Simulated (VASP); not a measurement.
A run of VASP 6.6.1 is set up as follows.

The input INCAR:

```
PREC = Accurate ; ENCUT = 520
EDIFF = 1E-7 ; ISMEAR = -1
SIGMA = 0.05 ; LREAL = False
LASPH = True ; NELM = 60
ALGO = Normal ; ISIF = 2
LWAVE = False ; LCHARG = False
GGA = PE ; NBANDS = 22
```

KPOINTS

```
regular mesh
0
Gamma
  6 6 6
```

The input POSCAR:

```
InSb3
1.0
    4.7082503466      0.0000000000      0.0000000000
    0.0000000000      4.7082503466      0.0000000000
    0.0000000000      0.0000000000      4.7082503466
Sb In
3 1
Direct
    0.5000000000      0.5000000000      0.0000000000
    0.0000000000      0.5000000000      0.5000000000
    0.5000000000      0.0000000000      0.5000000000
    0.0000000000      0.0000000000      0.0000000000
```

Potentials or basis: VASP PAW PBE potentials, release 64 (Sb, In_d).

The run is started by

```bash
$ cat potpaw_PBE.64/Sb/POTCAR potpaw_PBE.64/In_d/POTCAR > POTCAR
$ mpirun -np 1 vasp_std > vasp.out
```

Q: What does it give for the pressure?

A: 3.8 GPa.

Q: Predict the band gap on the k mesh.

A: Zero (band 14 reaches 12.43 eV, above the bottom of band 15 at 7.42 eV).

Caveat: spin-orbit coupling is left out, which moves the levels of the heavy elements.
